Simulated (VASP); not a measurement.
# Si6NO10 (a cell with a defect) in VASP: notebook

Si6NO10 (a cell with a defect) is run at these levels: PBEsol; tasks: single point.

Program: VASP 6.6.1. These are calculated values, not measurements. Logs are shortened: lines on timing, memory, paths and dates and some standing lists are left out, and cuts for length are marked.

### Step 1. The cell of the first run

The cell holds a defect, 17 atoms: a = 6.961 Å, b = 6.961 Å, c = 6.961 Å, α = 69.65°, β = 69.65°, γ = 69.65°.

### Step 2. Single point, PBEsol

Input file INCAR:

```
SYSTEM = Si6NO10
PREC = Accurate
ENCUT = 520
EDIFF = 1E-7
ISMEAR = -1
SIGMA = 0.05
LREAL = Auto
LASPH = .TRUE.
NELM = 80
ALGO = Normal
ISIF = 2
LWAVE = .FALSE.
LCHARG = .FALSE.
GGA = PS
NBANDS = 58
NELECT = 90.0
```

Input file KPOINTS:

```
Automatic mesh
0
G
  2 2 2
  0 0 0
```

Input file POSCAR:

```
Si6NO10
1.0
   -3.9755720000     -2.2952980000      5.2330850000
    3.9755720000     -2.2952980000      5.2330850000
    0.0000000000      4.5905950000      5.2330850000
Si O N
6 10 1
Direct
    0.0293589562      0.4846622922      0.2800713121
    0.2431749237      0.0196088938      0.4622575001
    0.4597060004      0.2595304018      0.0404635274
    0.5331707050      0.9669462850      0.7439631123
    0.7522975489      0.5427171337      0.9713113802
    0.9729218680      0.7260723311      0.5160089480
    0.4434373194      0.0681399093      0.2527858394
    0.2466914561      0.4562477471      0.0765711417
    0.0554706203      0.2484781793      0.4463552798
    0.5008078499      0.1712110560      0.8338205939
    0.8368950049      0.5248733610      0.1696011556
    0.9362154855      0.5471747304      0.7509122613
    0.7427538869      0.9185412960      0.5495180398
    0.5595504694      0.7582945842      0.9448111669
    0.3262516713      0.0017244795      0.6674799455
    0.6625316865      0.3407038785      0.0139914817
    0.1781265476      0.8142175414      0.4658693142
```

Potentials or basis: VASP PAW PBE potentials, release 64 (Si, O, N).

Launch:

```
$ cat potpaw_PBE.64/Si/POTCAR potpaw_PBE.64/O/POTCAR potpaw_PBE.64/N/POTCAR > POTCAR
$ mpirun -np 1 vasp_std > vasp.out
```

OUTCAR:

```text
SYSTEM = Si6NO10
   PREC = Accurate
   ENCUT = 520
   EDIFF = 1E-7
   ISMEAR = -1
   LREAL = Auto
   LASPH = .TRUE.
   NELM = 80
   ISIF = 2
   GGA = PS
   NELECT = 90.0

 ion  position               nearest neighbor table
   1  0.029  0.485  0.280-   9 1.64  11 1.66   8 1.68   6 2.59   3 3.05   2 3.07
   2  0.243  0.020  0.462-  17 1.63   7 1.66   9 1.67  15 1.67   3 2.99   1 3.07   6 3.08   4 3.13

   3  0.460  0.260  0.040-   7 1.61  16 1.63   8 1.64  10 1.65   2 2.99   1 3.05   5 3.12
   4  0.533  0.967  0.744-  15 1.62  13 1.64  14 1.64  10 1.66   5 2.97   6 3.10   2 3.13
   5  0.752  0.543  0.971-  12 1.62  16 1.63  11 1.63  14 1.63   4 2.97   6 3.03   3 3.12
   6  0.973  0.726  0.516-  17 1.63  12 1.67  13 1.70   1 2.59   5 3.03   2 3.08   4 3.10
   7  0.443  0.068  0.253-   3 1.61   2 1.66
   8  0.247  0.456  0.077-   3 1.64   1 1.68
   9  0.055  0.248  0.446-   1 1.64   2 1.67
  10  0.501  0.171  0.834-   3 1.65   4 1.66
  11  0.837  0.525  0.170-   5 1.63   1 1.66
  12  0.936  0.547  0.751-   5 1.62   6 1.67
  13  0.743  0.919  0.550-   4 1.64   6 1.70
  14  0.560  0.758  0.945-   5 1.63   4 1.64
  15  0.326  0.002  0.667-   4 1.62   2 1.67
  16  0.663  0.341  0.014-   5 1.63   3 1.63
  17  0.178  0.814  0.466-   6 1.63   2 1.63

  LATTYP: Found a trigonal (rhomboedric) cell.
 ALAT       =     6.9612312899
 COS(alpha) =     0.3476853540

  Lattice vectors:

 A1 = (  -3.9755720000,  -2.2952980000,   5.2330850000)
 A2 = (   3.9755720000,  -2.2952980000,   5.2330850000)
 A3 = (   0.0000000000,   4.5905950000,   5.2330850000)

Analysis of symmetry for initial positions (statically):
=====================================================================
 Subroutine PRICEL returns:
 Original cell was already a primitive cell.

 Routine SETGRP: Setting up the symmetry group for a
 trigonal (rhombohedral) supercell.

 Subroutine GETGRP returns: Found  1 space group operations
 (whereof  1 operations were pure point group operations)
 out of a pool of 12 trial point group operations.

The static configuration has the point symmetry C_1 .

Analysis of symmetry for dynamics (positions and initial velocities):
=====================================================================
 Subroutine PRICEL returns:
 Original cell was already a primitive cell.

 Routine SETGRP: Setting up the symmetry group for a
 trigonal (rhombohedral) supercell.

 Subroutine GETGRP returns: Found  1 space group operations
 (whereof  1 operations were pure point group operations)
[... 121 lines left out ...]
   ISIF   =      2    stress and relaxation
   ISYM   =      2    0-nonsym 1-usesym 2-fastsym
   POTIM  = 0.5000    time-step for ionic-motion
   TEBEG  =    0.0;   TEEND  =   0.0 temperature during run
   PSTRESS=    0.0 pullay stress
   NELECT =      90.0000    total number of electrons
   NUPDOWN=      -1.0000    fix difference up-down
   EMIN   =  10.00;   EMAX   =-10.00  energy-range for DOS
   EFERMI =   0.00;   METHOD = LEGACY
   ISMEAR =    -1;   SIGMA  =   0.05  broadening in eV -4-tet -1-fermi 0-gaus
   EFERMI_NEDOS =   21; number of points for ismear=-14 and -15
   IALGO  =     38    algorithm
   IMIX   =      4    mixing-type and parameters
     AMIX     =   0.40;   BMIX     =  1.00
     AMIX_MAG =   1.60;   BMIX_MAG =  1.00
  volume/ion in A,a.u.               =      16.85       113.74
  Fermi-wavevector in a.u.,A,eV,Ry     =   1.112858  2.102997 16.850177  1.238453
  Thomas-Fermi vector in A             =   2.249437
   LORBIT       =      0    0 simple, 1 ext, 2 COOP (PROOUT), +10 PAW based schemes
   GGA     = PS    functional components
   LHFCALC =     F    Hartree Fock is set to
   AEXX    =    0.0000 exact exchange contribution
   IVDW    =     0    specifies the selected vdW correction
   LEPSILON=     F    determine dielectric tensor
   LRPA    =     F    only Hartree local field effects (RPA)
 non-spin polarized calculation
  energy-cutoff  :      520.00
  volume of cell :      286.52
 maximum number of plane-waves:      7741
 NGX is ok and might be reduce to    54
   NGX = 25   NGY = 25   NGZ = 25

 number of electron      90.0000006 magnetization

 Free energy of the ion-electron system (eV)
  ---------------------------------------------------
  ext. energy  EPLUGINS =         0.00000000
  ---------------------------------------------------
  free energy    TOTEN  =      -134.32001702 eV

  energy without entropy =     -134.32001702  energy(sigma->0) =     -134.32001702

 E-fermi :   2.1087     XC(G=0):  -7.9426

 val. band max:        0.9210418568   @ k =   0.5000   0.0000   0.5000
 cond. band min:       4.9454103207   @ k =   0.0000   0.0000   0.5000
 fundamental gap:      4.0243684639
 Fermi energy:         2.1087355796

 k-point     1 :       0.0000    0.0000    0.0000
  band No.  band energies     occupation
      1     -19.9600      2.00000
      2     -19.1351      2.00000
      3     -19.0069      2.00000
      4     -18.7359      2.00000
      5     -18.3854      2.00000
      6     -18.2017      2.00000
[... 469 lines left out ...]
     56       8.7708      0.00000
     57       9.2743      0.00000
 [bands above 57 left out]

------------------------ aborting loop because EDIFF is reached ----------------------------------------

  FORCE on cell =-STRESS in cart. coord.  units (eV):
  Direction    XX          YY          ZZ          XY          YZ          ZX
  --------------------------------------------------------------------------------------
  -------------------------------------------------------------------------------------
  Total        1.0076786      7.1166459     -4.2415681     -2.6597335     -5.1454767     -4.3905582
  in kB        5.6348837     39.7958937    -23.7186162    -14.8730837    -28.7732237    -24.5517608
  external PRESSURE =       7.2373871 kB  Pullay stress =       0.0000000 kB

 VOLUME and BASIS-vectors are now :
 -----------------------------------------------------------------------------
  energy-cutoff  :      520.00
  volume of cell :      286.52
      direct lattice vectors                 reciprocal lattice vectors
    -3.975572000 -2.295298000  5.233085000    -0.125768066 -0.072612223  0.063697285
     3.975572000 -2.295298000  5.233085000     0.125768066 -0.072612223  0.063697285
     0.000000000  4.590595000  5.233085000     0.000000000  0.145224447  0.063697299

 POSITION                                       TOTAL-FORCE (eV/Angst)
 -----------------------------------------------------------------------------------
      1.81009      0.10586      4.15555         0.110435      0.013068      0.060602
     -0.88880      1.51887      3.79420        -0.019201      0.051740     -0.024366
     -0.79581     -1.46511      3.97557        -0.026657     -0.072364     -0.020087
      1.72451     -0.02798     11.74346         0.073850     -0.002015      0.033973
     -0.83320      1.48645     11.85988        -0.030639      0.075127      0.007564
     -0.98137     -1.53091     11.59130        -0.029935     -0.080156     -0.033681
[... 9 lines left out ...]
     -1.27945     -2.23850      5.32324        -0.017346     -0.002202     -0.000981
      2.52883     -0.13911      7.63095        -0.013573     -0.014282      0.004540
 -----------------------------------------------------------------------------------
    total drift:                                0.000662      0.004992     -0.005295

  FREE ENERGIE OF THE ION-ELECTRON SYSTEM (eV)
  ---------------------------------------------------
  free  energy   TOTEN  =      -134.3200170176 eV

  energy  without entropy=     -134.3200170175  energy(sigma->0) =     -134.32001702
```

OSZICAR:

```text
N       E                     dE             d eps       ncg     rms          rms(c)
DAV:   1     0.619513431337E+03    0.61951E+03   -0.44826E+04   936   0.139E+03
DAV:   2    -0.949500075643E+02   -0.71446E+03   -0.69771E+03  1178   0.317E+02
DAV:   3    -0.152513467409E+03   -0.57563E+02   -0.57317E+02  1096   0.996E+01
DAV:   4    -0.153512122056E+03   -0.99865E+00   -0.99645E+00  1152   0.141E+01
[... 10 lines left out ...]
DAV:  15    -0.134320013447E+03   -0.27498E-04   -0.32956E-05   976   0.310E-02    0.544E-03
DAV:  16    -0.134320016150E+03   -0.27028E-05   -0.35322E-06  1136   0.984E-03    0.304E-03
DAV:  17    -0.134320016827E+03   -0.67719E-06   -0.14515E-06   920   0.671E-03    0.150E-03
DAV:  18    -0.134320016959E+03   -0.13162E-06   -0.21406E-07   832   0.278E-03    0.501E-04
DAV:  19    -0.134320017018E+03   -0.58804E-07   -0.98777E-08   640   0.158E-03
   1 F= -.13432002E+03 E0= -.13432002E+03  d E =-.543561E-10
```

It took 2.8 min on 1 thread of Intel Xeon 6975P-C (Granite Rapids), shared host; peak memory 0.41 GiB.

Results:

```yaml
Free_energy: -134.3200 eV
Largest_force: 0.127 eV/Å
```

Forces on the atoms (eV/Å):
```
Si   0.110  0.013  0.061
Si  -0.019  0.052 -0.024
Si  -0.027 -0.072 -0.020
Si   0.074 -0.002  0.034
Si  -0.031  0.075  0.008
Si  -0.030 -0.080 -0.034
O   -0.034  0.056  0.005
O    0.024 -0.014  0.008
O   -0.032  0.037 -0.007
O   -0.002 -0.020 -0.005
O    0.003 -0.009  0.014
O   -0.018 -0.025 -0.011
O   -0.020 -0.027 -0.009
O    0.011  0.033  0.004
O    0.021  0.001 -0.027
O   -0.017 -0.002 -0.001
N   -0.014 -0.014  0.005
```

Levels at points of the mesh, in eV from the Fermi level:
```csv
k point,band 42,band 43,band 44,band 45,band 46,band 47,band 48,band 49
"(0.00, 0.00, 0.00)",-3.30,-2.66,-1.54,-1.24,2.90,3.55,3.79,4.32
"(0.50, 0.00, 0.00)",-3.39,-2.60,-1.47,-1.25,2.85,3.62,4.18,4.54
"(0.00, 0.50, 0.00)",-3.30,-2.48,-1.53,-1.30,3.00,3.59,3.95,4.60
"(0.00, 0.00, 0.50)",-3.32,-2.51,-1.55,-1.23,2.84,3.49,4.21,4.55
"(0.50, 0.50, 0.00)",-3.22,-2.44,-1.50,-1.24,3.37,3.78,3.98,4.20
"(0.50, 0.00, 0.50)",-3.30,-2.50,-1.47,-1.19,3.35,3.55,4.04,4.18
"(0.00, 0.50, 0.50)",-3.20,-2.39,-1.53,-1.23,3.15,3.67,3.92,4.37
"(0.50, 0.50, 0.50)",-3.30,-2.32,-1.51,-1.22,3.26,3.62,4.02,4.68
```

Caveat: the k points lie up to 0.50 Å⁻¹ apart; the cell carries a net charge on a neutralising background, which shifts energy and pressure; the cell is charged against a uniform background, so pressure and absolute levels hang on convention; the PAW data sets were made with another functional, which shifts forces and pressure a little.

[end of part 1 of 2]
